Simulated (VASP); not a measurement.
**BaF2 (Frankdicksonite): single point with PBEsol**

Crystal: BaF2 (Frankdicksonite).

```
CELL_PARAMETERS angstrom
0.00000 3.06904 3.06904
3.06904 0.00000 3.06904
3.06904 3.06904 0.00000
ATOMIC_POSITIONS crystal
Ba 0.00000 0.00000 0.00000
F 0.25000 0.25000 0.25000
F 0.75000 0.75000 0.75000
```

```
Program             : VASP 6.6.1
Task                : single point
Functional          : PBEsol
Potentials or basis : VASP PAW PBE potentials, release 64 (Ba_sv, F)
Cutoff              : 600 eV
k mesh              : 6 × 6 × 6
Occupations         : gaussian, width 0.02 eV
Spin                : no spin polarisation
```

```
Pressure               : 1.2 GPa
Band gap on the k mesh : 6.77 eV, indirect (least direct gap 6.85 eV)
```

Levels at points of the mesh, in eV from the valence-band top:
| k point | band 10 | band 11 | band 12 | band 13 | band 14 | band 15 |
| --- | --- | --- | --- | --- | --- | --- |
| (0.00, 0.00, 0.00) | -0.08 | -0.08 | -0.08 | 6.77 | 9.23 | 9.23 |
| (0.50, 0.00, 0.00) | -0.34 | -0.15 | -0.15 | 9.20 | 9.25 | 9.25 |
| (0.50, 0.50, 0.00) | -0.30 | -0.30 | -0.15 | 7.24 | 9.07 | 10.83 |

Run time: 18 s on 1 thread of Intel(R) Xeon(R) Platinum 8259CL CPU @ 2.50GHz (Skylake/Cascade Lake) (shared host), peak memory 0.2 GiB.

Caveat: the PAW data sets were made with another functional, which shifts forces and pressure a little; spin-orbit coupling is left out, which moves the levels of the heavy elements. A k mesh can miss the band edges.
